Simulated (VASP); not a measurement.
# AlOs: relaxation of cell and atoms with LDA

AlOs:

```
Al Os
1.0
     2.99791    0.00000    0.00000
     0.00000    2.99791    0.00000
     0.00000    0.00000    2.99791
Al Os
1 1
Direct
  0.00000 0.00000 0.00000
  0.50000 0.50000 0.50000
```

* Program: VASP 6.6.1
* Task: relaxation of cell and atoms
* Functional: LDA
* Potentials or basis: VASP PAW LDA potentials, release 64 (Al, Os)
* Cutoff: 600 eV
* k mesh: 10 × 10 × 10
* Occupations: methfessel-paxton, width 0.15 eV
* Spin: no spin polarisation
* Target pressure: 10 GPa
* Dipole correction: no
* Further INCAR settings: ALGO = Normal; EDIFF = 1e-07; IBRION = 2; EDIFFG = -0.005; NSW = 80; ISIF = 3

```json
{
  "Relaxed volume": "12.74 Å³/atom",
  "Relaxed cell": "a = 2.942 Å, b = 2.942 Å, c = 2.942 Å, α = 90.00°, β = 90.00°, γ = 90.00°",
  "Space group after relaxing (to 0.05 Å)": "Pm-3m (No. 221)",
  "Energy change on relaxing (the enthalpy is what falls)": "+8.6 meV/atom",
  "Ionic steps": "7",
  "Pressure after relaxing": "10.0 GPa"
}
```

The path:
```
step  energy change (eV)  largest force (eV/Å)  pressure (GPa)  volume (Å³)
   1              0.0000                0.0000           -5.45        26.94
   2              0.7431                0.0000           67.40        22.19
   3              0.0129                0.0000            9.10        25.54
   4              0.0165                0.0000            9.85        25.48
   5              0.0183                0.0000           10.20        25.45
   6              0.0152                0.0000            9.58        25.50
   7              0.0173                0.0000           10.00        25.47
```

Final structure:
```cif
data_structure
_symmetry_space_group_name_H-M 'P 1'
_symmetry_Int_Tables_number 1
_cell_length_a 2.9422
_cell_length_b 2.9422
_cell_length_c 2.9422
_cell_angle_alpha 90.000
_cell_angle_beta 90.000
_cell_angle_gamma 90.000
_cell_volume 25.47
loop_
_atom_site_label
_atom_site_type_symbol
_atom_site_fract_x
_atom_site_fract_y
_atom_site_fract_z
_atom_site_occupancy
Al1 Al 0.00000 0.00000 0.00000 1
Os1 Os 0.50000 0.50000 0.50000 1
```

Levels at points of the mesh, in eV from the Fermi level:
| k point | band 4 | band 5 | band 6 | band 7 | band 8 | band 9 |
| --- | --- | --- | --- | --- | --- | --- |
| (0.00, 0.00, 0.00) | 0.41 | 0.41 | 0.41 | 5.82 | 5.82 | 5.82 |
| (0.50, 0.00, 0.00) | -2.01 | -2.01 | 0.79 | 2.78 | 7.03 | 10.81 |
| (0.50, 0.50, 0.00) | -1.89 | -1.46 | -1.46 | 2.31 | 4.79 | 7.89 |
| (0.50, 0.50, 0.50) | 2.43 | 2.45 | 2.45 | 3.67 | 3.67 | 3.67 |

Run time: 52 s on 1 thread of Intel(R) Xeon(R) Platinum 8259CL CPU @ 2.50GHz (Skylake/Cascade Lake) (shared host), peak memory 0.15 GiB.

Caveat: the cell is relaxed towards a set pressure, so the enthalpy falls and the energy may rise; spin-orbit coupling is left out, which moves the levels of the heavy elements.
